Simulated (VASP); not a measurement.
Ta2N, 3 atoms in the cell. It takes space group P-3m1 (No. 164, trigonal). Conventional cell: a = 3.071 Å, b = 3.071 Å, c = 4.804 Å, α = 90.00°, β = 90.00°, γ = 120.00°. Within 3.1 Å of Ta (site symmetry 3m) lie 3 N at 2.15 Å and 12 Ta at 2.95 to 3.07 Å. N (site symmetry -3m) has 6 Ta at 2.15 Å within 2.9 Å. 

| Property | Result |
| --- | --- |
| Program | VASP 6.6.1 |
| Task | single point |
| Functional | r2SCAN |
| Potentials or basis | VASP PAW PBE potentials, release 64 (Ta_sv_GW, N) |
| Cutoff | 660 eV |
| k mesh | 10 × 10 × 6 |
| Occupations | fermi-dirac, width 0.05 eV |
| Spin | no spin polarisation |
| Dipole correction | no |
| Further INCAR settings | ALGO = Normal; EDIFF = 1e-06; NBANDS = 22 |

Potentials or basis: VASP PAW PBE potentials, release 64 (Ta_sv_GW, N).

Command:

```console
$ cat potpaw_PBE.64/Ta_sv_GW/POTCAR potpaw_PBE.64/N/POTCAR > POTCAR
$ cp INCAR.step1 INCAR
$ mpirun -np 1 vasp_std > vasp.out
$ cp INCAR.step2 INCAR
$ mpirun -np 1 vasp_std > vasp.out
```

Hardware: 1 thread of Intel(R) Xeon(R) 6975P-C (Granite Rapids), on a shared host.

Question: Estimate the wall time of this run.

Answer: Wall time 3.1 min on 1 thread of Intel(R) Xeon(R) 6975P-C (Granite Rapids), on a shared host, peak memory 0.24 GiB. Counts: k points 72.
